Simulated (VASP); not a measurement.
A run of VASP 6.6.1 is set up as follows.

Contents of INCAR:

```
PREC = Accurate
ENCUT = 520
EDIFF = 1E-7
ISMEAR = 0
SIGMA = 0.1
LREAL = False
LASPH = True
NELM = 100
ALGO = Normal
ISIF = 2
LWAVE = False
LCHARG = True
GGA = PE
LELF = True
LVHAR = True
NBANDS = 20
```

The input KPOINTS:

```
Automatic mesh
0
Gamma
  6 6 4
```

File POSCAR:

```
Se
1.0
    1.8730586732     -5.9417269090      0.0000000000
    1.8730586732      5.9417269090      0.0000000000
    0.0000000000      0.0000000000      4.9570978783
Se
4
Direct
    0.0980000000      0.9020000000      0.9100000000
    0.5980000000      0.4020000000      0.5900000000
    0.9020000000      0.0980000000      0.0900000000
    0.4020000000      0.5980000000      0.4100000000
```

Potentials or basis: VASP PAW PBE potentials, release 64 (Se).

Launch:

```bash
$ cat potpaw_PBE.64/Se/POTCAR > POTCAR
$ mpirun -np 1 vasp_std > vasp.out
```

(1) What does it give for the pressure?

(2) What does it give for the band gap on the k mesh?

Results:

(1) 9.0 GPa.

(2) zero (band 12 reaches 3.89 eV, above the bottom of band 13 at 2.81 eV).

Caveat: forces of over 1 eV/Å act on the atoms, so gaps and moduli don't describe the material at rest.
